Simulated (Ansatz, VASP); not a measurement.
**Hf: VASP beside Ansatz**

```
Hf
1.0
     3.19238    0.00000    0.00000
    -1.59619    2.76469    0.00000
     0.00000    0.00000    5.04504
Hf
2
Cartesian
  0.0000 1.8431 1.2613
  1.5962 0.9216 3.7838
```

Alike in both runs: task single point; functional PBE; k mesh 6 × 6 × 4; occupations gaussian, width 0.1 eV; no spin polarisation.

```csv
,VASP,Ansatz
version,VASP 6.6.1,Ansatz 0.2.0
potentials or method,"VASP PAW PBE potentials, release 64 (Hf_pv), cutoff 520 eV","scalar-relativistic, plane waves, PAW"
valence electrons in the cell,20,52
```

VASP gave:

- gap on the k mesh at the Fermi level (eV): none
- pressure (GPa): 1.2
- traceless stress, the component that is largest in VASP (GPa): 0.59

Estimate Ansatz's values.

gap on the k mesh at the Fermi level (eV): none; pressure (GPa): 1.5; traceless stress, the component that is largest in VASP (GPa): 0.67.

A gap of «none» marks a metal or a gap that the smearing closes. VASP's potentials hold 20 valence electrons a cell and Ansatz's 52, so a difference there can come from the potentials and not from the codes.

The k mesh is coarse, so the values compare programs but aren't converged. Spin-orbit coupling is off throughout.
